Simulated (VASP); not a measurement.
# Pb (Fm-3m) in VASP: notebook, part 2 of 2

VASP 6.6.1. Earlier steps stand in the parts before.

## 4. Single point, r2SCAN+D4

This run uses another cell than the first one, of 29.72 Å³/atom, 1.021 times its volume.

The input, POSCAR:

```
Pb
1.0
    0.0000000000      2.4584086270      2.4584086270
    2.4584086270      0.0000000000      2.4584086270
    2.4584086270      2.4584086270      0.0000000000
Pb
1
Direct
    0.0000000000      0.0000000000      0.0000000000
```

The input, INCAR.step1:

```
SYSTEM = Pb
  PREC = Accurate
  ENCUT = 520
  ISMEAR = -1
  SIGMA = 0.05
  LREAL = .False.
  LASPH = .True.
  NELM = 80
  NBANDS = 13
  GGA = PE
  ALGO = Normal
  EDIFF = 1E-4
  LWAVE = .True.
  LCHARG = .False.
```

The input, INCAR.step2:

```
SYSTEM = Pb
  PREC = Accurate
  ENCUT = 520
  EDIFF = 1E-6
  ISMEAR = -1
  SIGMA = 0.05
  LREAL = .False.
  LASPH = .True.
  NELM = 80
  ALGO = Normal
  ISIF = 2
  LWAVE = .False.
  LCHARG = .True.
  METAGGA = R2SCAN
  LMIXTAU = .True.
  IVDW = 13
  LELF = .True.
  LVHAR = .True.
  VDW_S6 = 1.0
  VDW_S8 = 0.6018749
  VDW_A1 = 0.51559235
  VDW_A2 = 5.77342911
  NBANDS = 13
  ISTART = 1
```

The input, KPOINTS:

```
regular mesh
0
Gamma
  9 9 9
  0 0 0
```

Potentials or basis: VASP PAW PBE potentials, release 64 (Pb_d).

Run with:

```sh
$ cat potpaw_PBE.64/Pb_d/POTCAR > POTCAR
$ cp INCAR.step1 INCAR
$ mpirun -np 1 vasp_std > vasp.out
$ cp INCAR.step2 INCAR
$ mpirun -np 1 vasp_std > vasp.out
```

OUTCAR:

```text
SYSTEM = Pb
   PREC = Accurate
   ENCUT = 520
   EDIFF = 1E-6
   ISMEAR = -1
   LREAL = .False.
   LASPH = .True.
   NELM = 80
   ISIF = 2
   METAGGA = R2SCAN
   IVDW = 13
   ISTART = 1

 ion  position               nearest neighbor table
   1  0.000  0.000  0.000-

  LATTYP: Found a face centered cubic cell.
 ALAT       =     4.9168172540

  Lattice vectors:

 A1 = (   0.0000000000,   2.4584086270,   2.4584086270)
 A2 = (   2.4584086270,   0.0000000000,   2.4584086270)
 A3 = (   2.4584086270,   2.4584086270,   0.0000000000)

Analysis of symmetry for initial positions (statically):
[... 5 lines left out ...]
 face centered cubic supercell.

 Subroutine GETGRP returns: Found 48 space group operations
 (whereof 48 operations were pure point group operations)
 out of a pool of 48 trial point group operations.

The static configuration has the point symmetry O_h .

Analysis of symmetry for dynamics (positions and initial velocities):
[... 5 lines left out ...]
 face centered cubic supercell.

 Subroutine GETGRP returns: Found 48 space group operations
 (whereof 48 operations were pure point group operations)
 out of a pool of 48 trial point group operations.

The dynamic configuration has the point symmetry O_h .

 Subroutine INISYM returns: Found 48 space group operations
 (whereof 48 operations are pure point group operations),
 and found     1 'primitive' translations

----------------------------------------------------------------------------------------

                                     Primitive cell

  volume of cell :      29.7161

  direct lattice vectors                    reciprocal lattice vectors
     0.000000000  2.458408627  2.458408627    -0.203383601  0.203383601  0.203383601
     2.458408627  0.000000000  2.458408627     0.203383601 -0.203383601  0.203383601
     2.458408627  2.458408627  0.000000000     0.203383601  0.203383601 -0.203383601

  length of vectors
     3.476714822  3.476714822  3.476714822     0.352270731  0.352270731  0.352270731

  position of ions in fractional coordinates (direct lattice)
     0.000000000  0.000000000  0.000000000

  ion indices of the primitive-cell ions
   primitive index   ion index
                 1           1

----------------------------------------------------------------------------------------

 KPOINTS: regular mesh

Automatic generation of k-mesh.
 Grid dimensions read from file:
 generate k-points for:    9    9    9

 Generating k-lattice:

  Cartesian coordinates                     Fractional coordinates (reciprocal lattice)
    -0.022598178  0.022598178  0.022598178     0.111111111  0.000000000  0.000000000
     0.022598178 -0.022598178  0.022598178     0.000000000  0.111111111  0.000000000
     0.022598178  0.022598178 -0.022598178     0.000000000  0.000000000  0.111111111

  Length of vectors
     0.039141192  0.039141192  0.039141192

  Shift w.r.t. Gamma in fractional coordinates (k-lattice)
     0.000000000  0.000000000  0.000000000

 Subroutine IBZKPT returns following result:
 ===========================================

 Found     35 irreducible k-points:

 Following reciprocal coordinates:
            Coordinates               Weight
  0.000000  0.000000  0.000000      1.000000
  0.111111  0.000000  0.000000      8.000000
  0.222222  0.000000  0.000000      8.000000
  0.333333  0.000000  0.000000      8.000000
  0.444444  0.000000  0.000000      8.000000
  0.111111  0.111111  0.000000      6.000000
[... 16 lines left out ...]
 -0.333333  0.333333  0.000000     12.000000
  0.444444  0.444444  0.000000      6.000000
 [... further k-points ...]
   k-points           NKPTS =     35   k-points in BZ     NKDIM =     35   number of bands    NBANDS=     13
   number of dos      NEDOS =    301   number of ions     NIONS =      1
   total plane-waves  NPLWV =  21952
   dimension x,y,z NGX =    28 NGY =   28 NGZ =   28
   dimension x,y,z NGXF=    56 NGYF=   56 NGZF=   56
   ions per type =               1
   NGX,Y,Z   is equivalent  to a cutoff of  13.39, 13.39, 13.39 a.u.
   NGXF,Y,Z  is equivalent  to a cutoff of  26.78, 26.78, 26.78 a.u.
 SYSTEM =  Pb
   PREC   = accura    normal or accurate (medium, high low for compatibility)
   ISTART =      1    job   : 0-new  1-cont  2-samecut
   ICHARG =      0    charge: 1-file 2-atom 10-const
   ISPIN  =      1    spin polarized calculation?
   LNONCOLLINEAR =      F non collinear calculations
   LSORBIT =      F    spin-orbit coupling
   LASPH  =      T    aspherical Exc in radial PAW
   ENCUT  =  520.0 eV  38.22 Ry    6.18 a.u.   6.46  6.46  6.46*2*pi/ulx,y,z
   NELM   =     80;   NELMIN=  2; NELMDL=  0     # of ELM steps
   EDIFF  = 0.1E-05   stopping-criterion for ELM
   LREAL  =      F    real-space projection
   EDIFFG = 0.1E-04   stopping-criterion for IOM
   NSW    =      0    number of steps for IOM
   IBRION =     -1    ionic relax: 0-MD 1-quasi-New 2-CG
   NFREE  =      0    steps in history (QN), initial steepest desc. (CG)
   ISIF   =      2    stress and relaxation
   ISYM   =      2    0-nonsym 1-usesym 2-fastsym
   POTIM  = 0.5000    time-step for ionic-motion
   TEBEG  =    0.0;   TEEND  =   0.0 temperature during run
   PSTRESS=    0.0 pullay stress
   NELECT =      14.0000    total number of electrons
   NUPDOWN=      -1.0000    fix difference up-down
   EMIN   =  10.00;   EMAX   =-10.00  energy-range for DOS
   EFERMI =   0.00;   METHOD = LEGACY
   ISMEAR =    -1;   SIGMA  =   0.05  broadening in eV -4-tet -1-fermi 0-gaus
   EFERMI_NEDOS =   21; number of points for ismear=-14 and -15
   IALGO  =     38    algorithm
   IMIX   =      4    mixing-type and parameters
     AMIX     =   0.40;   BMIX     =  1.00
     AMIX_MAG =   1.60;   BMIX_MAG =  1.00
  volume/ion in A,a.u.               =      29.72       200.53
  Fermi-wavevector in a.u.,A,eV,Ry     =   1.273855  2.407238 22.078274  1.622707
  Thomas-Fermi vector in A             =   2.406656
   LORBIT       =      0    0 simple, 1 ext, 2 COOP (PROOUT), +10 PAW based schemes
   METAGGA = R2SCAN    functional components
   LHFCALC =     F    Hartree Fock is set to
   AEXX    =    0.0000 exact exchange contribution
   IVDW    =    13    specifies the selected vdW correction
   LEPSILON=     F    determine dielectric tensor
   LRPA    =     F    only Hartree local field effects (RPA)
 non-spin polarized calculation
  energy-cutoff  :      520.00
  volume of cell :       29.72
 maximum number of plane-waves:       821
 NGX is ok and might be reduce to    28
   NGX = 13   NGY = 13   NGZ = 13

 number of electron      13.9999999 magnetization

 Free energy of the ion-electron system (eV)
  ---------------------------------------------------
  ext. energy  EPLUGINS =         0.00000000
  ---------------------------------------------------
  free energy    TOTEN  =       -56.28832574 eV

  energy without entropy =      -56.28505159  energy(sigma->0) =      -56.28668866

 E-fermi :   7.2778     XC(G=0): -11.0368

 val. band max:        7.2762943064   @ k =  -0.2222   0.3333   0.1111
 cond. band min:       7.4885798733   @ k =   0.3333   0.3333   0.0000
 fundamental gap:      0.2122855669
 Fermi energy:         7.2778184256

 k-point     1 :       0.0000    0.0000    0.0000
  band No.  band energies     occupation
      1     -10.2902      2.00000
      2     -10.2902      2.00000
      3     -10.2902      2.00000
      4     -10.1324      2.00000
      5     -10.1324      2.00000
      6      -4.9902      2.00000
      7      15.3588      0.00000
      8      15.3588      0.00000
      9      15.3588      0.00000
     10      17.8869      0.00000
     11      20.0260      0.00000
     12      20.7126      0.00000
     13      20.7126      0.00000

 k-point     2 :       0.1111    0.0000    0.0000
  band No.  band energies     occupation
      1     -10.2913      2.00000
      2     -10.2716      2.00000
      3     -10.2716      2.00000
      4     -10.1325      2.00000
      5     -10.1325      2.00000
      6      -4.7348      2.00000
      7      12.8912      0.00000
      8      15.0538      0.00000
      9      15.0538      0.00000
     10      17.4894      0.00000
     11      20.8867      0.00000
[... 339 lines left out ...]
 k-point    24 :       0.4444    0.4444    0.0000
  band No.  band energies     occupation
      1     -10.4721      2.00000
      2     -10.3675      2.00000
      3      -9.9968      2.00000
      4      -9.9516      2.00000
      5      -9.9516      2.00000
      6       0.0055      2.00000
      7       4.5415      2.00000
      8       9.7091      0.00000
      9       9.7091      0.00000
     10      13.5319      0.00000
     11      14.5914      0.00000
     12      26.8742      0.00000
     13      28.7885      0.00000

 [... further k-points ...]

------------------------ aborting loop because EDIFF is reached ----------------------------------------

  DFT-D4 for vdW energy calculation

  Edisp (eV):   -0.13945

  FORCE on cell =-STRESS in cart. coord.  units (eV):
  Direction    XX          YY          ZZ          XY          YZ          ZX
  --------------------------------------------------------------------------------------
  -------------------------------------------------------------------------------------
  Total       0.27873     0.27873     0.27873     0.00000     0.00000    -0.00000
  in kB      15.02804    15.02804    15.02804     0.00000     0.00000    -0.00000
  external pressure =       15.03 kB  Pullay stress =        0.00 kB

 VOLUME and BASIS-vectors are now :
 -----------------------------------------------------------------------------
  energy-cutoff  :      520.00
  volume of cell :       29.72
      direct lattice vectors                 reciprocal lattice vectors
     0.000000000  2.458408627  2.458408627    -0.203383601  0.203383601  0.203383601
     2.458408627  0.000000000  2.458408627     0.203383601 -0.203383601  0.203383601
     2.458408627  2.458408627  0.000000000     0.203383601  0.203383601 -0.203383601

 POSITION                                       TOTAL-FORCE (eV/Angst)
 -----------------------------------------------------------------------------------
      0.00000      0.00000      0.00000         0.000000     -0.000000      0.000000
 -----------------------------------------------------------------------------------
    total drift:                               -0.000000     -0.000000     -0.000000

  FREE ENERGIE OF THE ION-ELECTRON SYSTEM (eV)
  ---------------------------------------------------
  free  energy   TOTEN  =       -56.4277755815 eV

  energy  without entropy=      -56.4245014259  energy(sigma->0) =      -56.42613850
```

It took 51 s on 1 thread of Intel Xeon 6975P-C, shared host; peak memory 0.17 GiB.

Results:

* Free energy: -56.4278 eV
* Pressure: 1.5 GPa
* Band gap on the k mesh: zero (band 7 reaches 15.36 eV, above the bottom of band 8 at 5.77 eV)
* Dispersion energy per atom: -0.139 eV

Caveat: the PAW data sets were made with another functional, which shifts forces and pressure a little; spin-orbit coupling is left out, which moves the levels of the heavy elements; pairwise dispersion overbinds metals, which lowers pressure and volume.

## 5. Summary

```tsv
level	cell	gap on the mesh (eV)	pressure (GPa)
r2SCAN+D4	a = 3.453 Å, angles 60.0°, 1 atom	none	2.7
r2SCAN	a = 3.453 Å, angles 60.0°, 1 atom	none	3.4
r2SCAN+D4	a = 3.477 Å, angles 60.0°, 1 atom	none	1.5
```

Alike in all rows: task single point; potentials or basis VASP PAW PBE potentials, release 64 (Pb_d); no spin polarisation; k mesh 9 × 9 × 9; cutoff (eV) 520; smearing fermi-dirac 0.05 eV.

Caveats: the PAW data sets were made with another functional, which shifts forces and pressure a little; spin-orbit coupling is left out, which moves the levels of the heavy elements; pairwise dispersion overbinds metals, which lowers pressure and volume (some runs).

Total energies depend on the potentials used, so only differences within one code and one set of settings carry meaning.
